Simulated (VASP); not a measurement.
# Sb2Pt (Pa-3) in VASP: single point with r2SCAN

Aim: the single point of Sb2Pt with r2SCAN.

All numbers are computed with VASP 6.6.1; they aren't measurements. Logs are shortened: lines on timing, memory, paths and dates and some standing lists are left out, and cuts for length are marked.

**1. The cell of the first run**

The structure is cubic, space group Pa-3 (No. 205). Conventional cell: a = 6.442 Å, b = 6.442 Å, c = 6.442 Å, α = 90.00°, β = 90.00°, γ = 90.00°. Within 3.7 Å of Sb (site symmetry 3) lie 3 Pt at 2.67 Å and 7 Sb at 2.78 to 3.60 Å. Pt (site symmetry -3) has 6 Sb at 2.67 Å within 3.5 Å.

**2. Single point, r2SCAN**

POSCAR

```
Sb2Pt
1.0
    6.4423000000      0.0000000000      0.0000000000
    0.0000000000      6.4423000000      0.0000000000
    0.0000000000      0.0000000000      6.4423000000
Sb Pt
8 4
Direct
    0.3753000000      0.3753000000      0.3753000000
    0.1247000000      0.6247000000      0.8753000000
    0.8753000000      0.1247000000      0.6247000000
    0.6247000000      0.8753000000      0.1247000000
    0.6247000000      0.6247000000      0.6247000000
    0.8753000000      0.3753000000      0.1247000000
    0.1247000000      0.8753000000      0.3753000000
    0.3753000000      0.1247000000      0.8753000000
    0.0000000000      0.0000000000      0.0000000000
    0.5000000000      0.0000000000      0.5000000000
    0.5000000000      0.5000000000      0.0000000000
    0.0000000000      0.5000000000      0.5000000000
```

INCAR.step1

```
SYSTEM = Sb2Pt
  ALGO = Normal
  EDIFF = 1E-4
  ENCUT = 520
  GGA = PE
  ISMEAR = 0
  LASPH = .TRUE.
  LCHARG = .FALSE.
  LREAL = .FALSE.
  LWAVE = .TRUE.
  NBANDS = 52
  NELM = 100
  PREC = Accurate
  SIGMA = 0.1
```

INCAR.step2

```
SYSTEM = Sb2Pt
  ALGO = Normal
  EDIFF = 1E-6
  ENCUT = 520
  ISIF = 2
  ISMEAR = 0
  ISTART = 1
  LASPH = .TRUE.
  LCHARG = .TRUE.
  LELF = .TRUE.
  LMIXTAU = .TRUE.
  LREAL = .FALSE.
  LVHAR = .TRUE.
  LWAVE = .FALSE.
  METAGGA = R2SCAN
  NBANDS = 52
  NELM = 100
  PREC = Accurate
  SIGMA = 0.1
```

KPOINTS

```
k-points
0
G
  4 4 4
  0 0 0
```

Potentials or basis: VASP PAW PBE potentials, release 64 (Sb, Pt).

Run with:

```sh
$ cat potpaw_PBE.64/Sb/POTCAR potpaw_PBE.64/Pt/POTCAR > POTCAR
$ cp INCAR.step1 INCAR
$ mpirun -np 1 vasp_std > vasp.out
$ cp INCAR.step2 INCAR
$ mpirun -np 1 vasp_std > vasp.out
```

OUTCAR:

```text
SYSTEM = Sb2Pt
   EDIFF = 1E-6
   ENCUT = 520
   ISIF = 2
   ISMEAR = 0
   ISTART = 1
   LASPH = .TRUE.
   LREAL = .FALSE.
   METAGGA = R2SCAN
   NELM = 100
   PREC = Accurate

 ion  position               nearest neighbor table
   1  0.375  0.375  0.375-  10 2.67  11 2.67  12 2.67   5 2.78   6 3.60   7 3.60   8 3.60   8 3.60
                             7 3.60   6 3.60
   2  0.125  0.625  0.875-   9 2.67  11 2.67  12 2.67   6 2.78   5 3.60   7 3.60   8 3.60   7 3.60
                             8 3.60   5 3.60
   3  0.875  0.125  0.625-   9 2.67  10 2.67  12 2.67   7 2.78   6 3.60   5 3.60   8 3.60   6 3.60
                             5 3.60   8 3.60
   4  0.625  0.875  0.125-   9 2.67  10 2.67  11 2.67   8 2.78   6 3.60   7 3.60   5 3.60   5 3.60
                             6 3.60   7 3.60
   5  0.625  0.625  0.625-  10 2.67  11 2.67  12 2.67   1 2.78   2 3.60   3 3.60   4 3.60   4 3.60
                             3 3.60   2 3.60
   6  0.875  0.375  0.125-   9 2.67  11 2.67  12 2.67   2 2.78   1 3.60   3 3.60   4 3.60   3 3.60
                             4 3.60   1 3.60
   7  0.125  0.875  0.375-   9 2.67  10 2.67  12 2.67   3 2.78   2 3.60   1 3.60   4 3.60   2 3.60
                             1 3.60   4 3.60
   8  0.375  0.125  0.875-   9 2.67  10 2.67  11 2.67   4 2.78   2 3.60   3 3.60   1 3.60   1 3.60
                             2 3.60   3 3.60
   9  0.000  0.000  0.000-   2 2.67   3 2.67   4 2.67   6 2.67   7 2.67   8 2.67
  10  0.500  0.000  0.500-   1 2.67   3 2.67   4 2.67   5 2.67   7 2.67   8 2.67
  11  0.500  0.500  0.000-   1 2.67   2 2.67   4 2.67   5 2.67   6 2.67   8 2.67
  12  0.000  0.500  0.500-   1 2.67   2 2.67   3 2.67   5 2.67   6 2.67   7 2.67

  LATTYP: Found a simple cubic cell.
 ALAT       =     6.4423000000

  Lattice vectors:

 A1 = (   6.4423000000,   0.0000000000,   0.0000000000)
 A2 = (   0.0000000000,   6.4423000000,   0.0000000000)
 A3 = (   0.0000000000,   0.0000000000,   6.4423000000)

Analysis of symmetry for initial positions (statically):
=====================================================================
 Subroutine PRICEL returns:
 Original cell was already a primitive cell.

 Routine SETGRP: Setting up the symmetry group for a
 simple cubic supercell.

 Subroutine GETGRP returns: Found 24 space group operations
 (whereof  6 operations were pure point group operations)
 out of a pool of 48 trial point group operations.

The static configuration has the point symmetry S_6 .
 The point group associated with its full space group is T_h .

Analysis of symmetry for dynamics (positions and initial velocities):
=====================================================================
 Subroutine PRICEL returns:
 Original cell was already a primitive cell.

 Routine SETGRP: Setting up the symmetry group for a
 simple cubic supercell.

 Subroutine GETGRP returns: Found 24 space group operations
 (whereof  6 operations were pure point group operations)
 out of a pool of 48 trial point group operations.

The dynamic configuration has the point symmetry S_6 .
 The point group associated with its full space group is T_h .

 Subroutine INISYM returns: Found 24 space group operations
 (whereof  6 operations are pure point group operations),
 and found     1 'primitive' translations

----------------------------------------------------------------------------------------

                                     Primitive cell

  volume of cell :     267.3763

  direct lattice vectors                    reciprocal lattice vectors
     6.442300000  0.000000000  0.000000000     0.155224066  0.000000000  0.000000000
     0.000000000  6.442300000  0.000000000     0.000000000  0.155224066  0.000000000
     0.000000000  0.000000000  6.442300000     0.000000000  0.000000000  0.155224066

  length of vectors
     6.442300000  6.442300000  6.442300000     0.155224066  0.155224066  0.155224066

  position of ions in fractional coordinates (direct lattice)
     0.375300000  0.375300000  0.375300000
     0.124700000  0.624700000  0.875300000
     0.875300000  0.124700000  0.624700000
     0.624700000  0.875300000  0.124700000
     0.624700000  0.624700000  0.624700000
     0.875300000  0.375300000  0.124700000
     0.124700000  0.875300000  0.375300000
     0.375300000  0.124700000  0.875300000
     0.000000000  0.000000000  0.000000000
[... 30 lines left out ...]
     0.038806016  0.000000000  0.000000000     0.250000000  0.000000000  0.000000000
     0.000000000  0.038806016  0.000000000     0.000000000  0.250000000  0.000000000
     0.000000000  0.000000000  0.038806016     0.000000000  0.000000000  0.250000000

  Length of vectors
     0.038806016  0.038806016  0.038806016

  Shift w.r.t. Gamma in fractional coordinates (k-lattice)
     0.000000000  0.000000000  0.000000000

 Subroutine IBZKPT returns following result:
 ===========================================

 Found     11 irreducible k-points:

 Following reciprocal coordinates:
            Coordinates               Weight
  0.000000  0.000000  0.000000      1.000000
  0.250000  0.000000  0.000000      6.000000
  0.500000  0.000000  0.000000      3.000000
  0.250000  0.250000  0.000000     12.000000
  0.500000  0.250000  0.000000      6.000000
 -0.250000  0.500000  0.000000      6.000000
  0.500000  0.500000  0.000000      3.000000
  0.250000  0.250000  0.250000      8.000000
  0.500000  0.250000  0.250000     12.000000
  0.500000  0.500000  0.250000      6.000000
  0.500000  0.500000  0.500000      1.000000
   k-points           NKPTS =     11   k-points in BZ     NKDIM =     11   number of bands    NBANDS=     52
   number of dos      NEDOS =    301   number of ions     NIONS =     12
   total plane-waves  NPLWV = 110592
   dimension x,y,z NGX =    48 NGY =   48 NGZ =   48
   dimension x,y,z NGXF=    96 NGYF=   96 NGZF=   96
   ions per type =               8   4
   NGX,Y,Z   is equivalent  to a cutoff of  12.39, 12.39, 12.39 a.u.
   NGXF,Y,Z  is equivalent  to a cutoff of  24.77, 24.77, 24.77 a.u.
 SYSTEM =  Sb2Pt
   PREC   = accura    normal or accurate (medium, high low for compatibility)
   ISTART =      1    job   : 0-new  1-cont  2-samecut
   ICHARG =      0    charge: 1-file 2-atom 10-const
   ISPIN  =      1    spin polarized calculation?
   LNONCOLLINEAR =      F non collinear calculations
   LSORBIT =      F    spin-orbit coupling
   LASPH  =      T    aspherical Exc in radial PAW
   ENCUT  =  520.0 eV  38.22 Ry    6.18 a.u.  11.98 11.98 11.98*2*pi/ulx,y,z
   NELM   =    100;   NELMIN=  2; NELMDL=  0     # of ELM steps
   EDIFF  = 0.1E-05   stopping-criterion for ELM
   LREAL  =      F    real-space projection
   EDIFFG = 0.1E-04   stopping-criterion for IOM
   NSW    =      0    number of steps for IOM
   IBRION =     -1    ionic relax: 0-MD 1-quasi-New 2-CG
   NFREE  =      0    steps in history (QN), initial steepest desc. (CG)
   ISIF   =      2    stress and relaxation
   ISYM   =      2    0-nonsym 1-usesym 2-fastsym
   POTIM  = 0.5000    time-step for ionic-motion
   TEBEG  =    0.0;   TEEND  =   0.0 temperature during run
   PSTRESS=    0.0 pullay stress
   NELECT =      80.0000    total number of electrons
   NUPDOWN=      -1.0000    fix difference up-down
   EMIN   =  10.00;   EMAX   =-10.00  energy-range for DOS
   EFERMI =   0.00;   METHOD = LEGACY
   ISMEAR =     0;   SIGMA  =   0.10  broadening in eV -4-tet -1-fermi 0-gaus
   EFERMI_NEDOS =   21; number of points for ismear=-14 and -15
   IALGO  =     38    algorithm
   IMIX   =      4    mixing-type and parameters
     AMIX     =   0.40;   BMIX     =  1.00
     AMIX_MAG =   1.60;   BMIX_MAG =  1.00
  volume/ion in A,a.u.               =      22.28       150.36
  Fermi-wavevector in a.u.,A,eV,Ry     =   1.094957  2.069169 16.312456  1.198932
  Thomas-Fermi vector in A             =   2.231272
   LORBIT       =      0    0 simple, 1 ext, 2 COOP (PROOUT), +10 PAW based schemes
   METAGGA = R2SCAN    functional components
   LHFCALC =     F    Hartree Fock is set to
   AEXX    =    0.0000 exact exchange contribution
   IVDW    =     0    specifies the selected vdW correction
   LEPSILON=     F    determine dielectric tensor
   LRPA    =     F    only Hartree local field effects (RPA)
 non-spin polarized calculation
 Gauss-broadening in eV      SIGMA  =   0.10
  energy-cutoff  :      520.00
  volume of cell :      267.38
 maximum number of plane-waves:      7248
   NGX = 23   NGY = 23   NGZ = 23

 number of electron      80.0000001 magnetization

 Free energy of the ion-electron system (eV)
  ---------------------------------------------------
  ext. energy  EPLUGINS =         0.00000000
  ---------------------------------------------------
  free energy    TOTEN  =      -418.04034966 eV

  energy without entropy =     -418.03031308  energy(sigma->0) =     -418.03533137

 E-fermi :   9.3002     XC(G=0): -11.6162

 val. band max:        9.2655130638   @ k =   0.2500   0.0000   0.0000
 cond. band min:       9.3269154412   @ k =   0.0000   0.0000   0.0000
 fundamental gap:      0.0614023774
 Fermi energy:         9.3001705325

 k-point     1 :       0.0000    0.0000    0.0000
  band No.  band energies     occupation
      1      -4.0912      2.00000
      2      -1.7067      2.00000
      3      -1.7067      2.00000
      4      -1.7067      2.00000
      5      -0.0534      2.00000
      6      -0.0534      2.00000
[... 594 lines left out ...]
     51      12.2262      0.00000
     52      12.2262      0.00000

------------------------ aborting loop because EDIFF is reached ----------------------------------------

  FORCE on cell =-STRESS in cart. coord.  units (eV):
  Direction    XX          YY          ZZ          XY          YZ          ZX
  --------------------------------------------------------------------------------------
  -------------------------------------------------------------------------------------
  Total        5.9146468      5.9146468      5.9146468     -0.0000000     -0.0000000     -0.0000000
  in kB       35.4418644     35.4418644     35.4418644     -0.0000000     -0.0000000     -0.0000000
  external PRESSURE =      35.4418644 kB  Pullay stress =       0.0000000 kB

 VOLUME and BASIS-vectors are now :
 -----------------------------------------------------------------------------
  energy-cutoff  :      520.00
  volume of cell :      267.38
      direct lattice vectors                 reciprocal lattice vectors
     6.442300000  0.000000000  0.000000000     0.155224066  0.000000000  0.000000000
     0.000000000  6.442300000  0.000000000     0.000000000  0.155224066  0.000000000
     0.000000000  0.000000000  6.442300000     0.000000000  0.000000000  0.155224066

 POSITION                                       TOTAL-FORCE (eV/Angst)
 -----------------------------------------------------------------------------------
      2.41780      2.41780      2.41780        -0.014242     -0.014242     -0.014242
      0.80335      4.02450      5.63895         0.014242      0.014242     -0.014242
      5.63895      0.80335      4.02450        -0.014242      0.014242      0.014242
      4.02450      5.63895      0.80335         0.014242     -0.014242      0.014242
      4.02450      4.02450      4.02450         0.014242      0.014242      0.014242
      5.63895      2.41780      0.80335        -0.014242     -0.014242      0.014242
      0.80335      5.63895      2.41780         0.014242     -0.014242     -0.014242
      2.41780      0.80335      5.63895        -0.014242      0.014242     -0.014242
      0.00000      0.00000      0.00000        -0.000000      0.000000     -0.000000
      3.22115      0.00000      3.22115        -0.000000      0.000000     -0.000000
      3.22115      3.22115      0.00000        -0.000000      0.000000     -0.000000
      0.00000      3.22115      3.22115        -0.000000      0.000000     -0.000000
 -----------------------------------------------------------------------------------
    total drift:                               -0.000000      0.000000     -0.000000

  FREE ENERGIE OF THE ION-ELECTRON SYSTEM (eV)
  ---------------------------------------------------
  free  energy   TOTEN  =      -418.0403496590 eV

  energy  without entropy=     -418.0303130812  energy(sigma->0) =     -418.03533137
```

Run time: 14 min. Hardware: 1 thread of AMD EPYC 7R43 (Zen 3), shared host; peak memory 0.38 GiB.

What came out:

| Item | Value |
| --- | --- |
| Free energy | -418.0403 eV |
| Pressure | 3.5 GPa |
| Largest force | 0.025 eV/Å |
| Band gap on the k mesh | 0.06 eV (least direct gap 0.32 eV) |

Forces in eV/Å, atoms in the order of the input:
```
Sb  -0.014 -0.014 -0.014
Sb   0.014  0.014 -0.014
Sb  -0.014  0.014  0.014
Sb   0.014 -0.014  0.014
Sb   0.014  0.014  0.014
Sb  -0.014 -0.014  0.014
Sb   0.014 -0.014 -0.014
Sb  -0.014  0.014 -0.014
Pt   0.000  0.000  0.000
Pt   0.000  0.000  0.000
Pt   0.000  0.000  0.000
Pt   0.000  0.000  0.000
```

Caveat: the cell stands under pressure; the PAW data sets were made with another functional, which shifts forces and pressure a little; spin-orbit coupling is left out, which moves the levels of the heavy elements. A k mesh can miss the band edges.
